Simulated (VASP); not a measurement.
AgCl, 2 atoms in the cell. The structure is cubic, space group Fm-3m (No. 225). Conventional cell: a = 5.506 Å, b = 5.506 Å, c = 5.506 Å, α = 90.00°, β = 90.00°, γ = 90.00°. Ag (site symmetry m-3m) has 6 Cl at 2.75 Å within 3.6 Å. Within 3.6 Å of Cl (site symmetry m-3m) lie 6 Ag at 2.75 Å. 

| Property | Result |
| --- | --- |
| Program | VASP 6.6.1 |
| Task | single point |
| Functional | PBE |
| Potentials or basis | VASP PAW PBE potentials, release 64 (Ag, Cl) |
| Cutoff | 520 eV |
| k mesh | 8 × 8 × 8 |
| Occupations | fermi-dirac, width 0.05 eV |
| Spin | no spin polarisation |
| Dipole correction | no |
| Further INCAR settings | ALGO = Normal; EDIFF = 1e-07; NBANDS = 16 |

Potentials or basis: VASP PAW PBE potentials, release 64 (Ag, Cl).

The run is started by

```console
$ cat potpaw_PBE.64/Ag/POTCAR potpaw_PBE.64/Cl/POTCAR > POTCAR
$ mpirun -np 1 vasp_std > vasp.out
```

Hardware: 1 thread of Intel Xeon 8259CL (shared host).

Task: Estimate the wall time of this run.

Result: Run time: 39 s on 1 thread of Intel Xeon 8259CL (shared host), peak memory 0.18 GiB. Counts: scf iterations 14, k points 29.
